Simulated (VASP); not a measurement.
A run of VASP 6.6.1 is set up as follows.

The input INCAR:

```
SYSTEM = NiSb
ALGO     = Normal         ! electronic algorithm
EDIFF    = 1E-7           ! SCF threshold, eV
ENCUT    = 520            ! plane-wave cutoff, eV
GGA      = PE             ! functional
ISIF     = 2              ! what is computed and relaxed
ISMEAR   = 0              ! smearing method
LASPH    = .True.         ! aspherical terms in the spheres
LCHARG   = .True.         ! write CHGCAR
LELF     = .True.         ! ELF
LREAL    = .False.        ! projectors in reciprocal space
LVHAR    = .True.       
LWAVE    = .False.        ! write WAVECAR
NBANDS   = 23             ! bands
NELM     = 60             ! most SCF steps
PREC     = Accurate       ! precision mode
SIGMA    = 0.1            ! smearing width, eV
```

KPOINTS

```
k-points
0
Gamma
  18 18 10
  0 0 0
```

Contents of POSCAR:

```
NiSb
1.0
    4.0157311483      0.0000000000      0.0000000000
   -2.0078655742      3.4777251892      0.0000000000
    0.0000000000      0.0000000000      5.1259374792
Ni Sb
2 2
Direct
    0.0000000000      0.0000000000      0.0000000000
    0.0000000000      0.0000000000      0.5000000000
    0.3333333333      0.6666666667      0.2500000000
    0.6666666667      0.3333333333      0.7500000000
```

Potentials or basis: VASP PAW PBE potentials, release 64 (Ni, Sb).

Launch:

```console
$ cat potpaw_PBE.64/Ni/POTCAR potpaw_PBE.64/Sb/POTCAR > POTCAR
$ mpirun -np 1 vasp_std > vasp.out
```

**Question.** What does it give for the band gap on the k mesh?

**Answer.** Zero (bands 15 and 16 overlap by 3.11 eV).

**Question.** Predict the pressure.

**Answer.** -1.6 GPa.

Stress tensor (GPa, compression positive):
```
-2.25  0.00  0.00
 0.00 -2.25  0.00
 0.00  0.00 -0.44
```

Caveat: the cell differs from its parent crystal (biaxial strain in the a-b plane: +1.0 %); spin-orbit coupling is left out, which moves the levels of the heavy elements. Spin polarisation is off, so any magnetic state and its effect on volume and gap are missing.
